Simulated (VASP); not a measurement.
Set up this calculation in VASP 6.6.1, as the native input.

```yaml
Task: single point
Functional: PBE
Potentials_or_basis: VASP PAW PBE potentials, release 64 (F)
Cutoff: 520 eV
k_mesh: 19 × 19 × 19
Occupations: fermi-dirac, width 0.08 eV
Spin: no spin polarisation
Dipole_correction: no
Further_INCAR_settings: ALGO = Normal; EDIFF = 1e-06; NBANDS = 10
```

The structure of F lies in POSCAR:

```
F
1.0
    0.0000000000      1.5878670270      1.5878670270
    1.5878670270      0.0000000000      1.5878670270
    1.5878670270      1.5878670270      0.0000000000
F
1
Direct
    0.0000000000      0.0000000000      0.0000000000
```

This cell differs from its parent crystal: volume scaled by 0.784, to set the pressure.

These files were run (other wordings do the same):

INCAR

```
PREC     = Accurate       # precision mode
ENCUT    = 520            # plane-wave cutoff, eV
EDIFF    = 1E-6           # SCF threshold, eV
ISMEAR   = -1             # smearing method
SIGMA    = 0.08           # smearing width, eV
LREAL    = False          # projectors in reciprocal space
LASPH    = True           # aspherical terms in the spheres
NELM     = 80             # most SCF steps
ALGO     = Normal         # electronic algorithm
ISIF     = 2              # what is computed and relaxed
LWAVE    = False          # write WAVECAR
LCHARG   = False          # write CHGCAR
GGA      = PE             # functional
NBANDS   = 10             # bands
```

KPOINTS

```
Automatic mesh
0
Gamma
  19 19 19
```

Potentials or basis: VASP PAW PBE potentials, release 64 (F).

The run is started by

```sh
$ cat potpaw_PBE.64/F/POTCAR > POTCAR
$ mpirun -np 1 vasp_std > vasp.out
```

Results of the run:

| Item | Value |
| --- | --- |
| Pressure | 22.2 GPa |

Caveat: the cell differs from its parent crystal (volume scaled by 0.784, to set the pressure); an odd number of electrons without spin polarisation forces a metal; a magnetic or distorted state may lie lower.

It took 14 s on 1 thread of Intel(R) Xeon(R) Platinum 8175M CPU @ 2.50GHz (Skylake/Cascade Lake), on a shared host, peak memory 0.12 GiB.
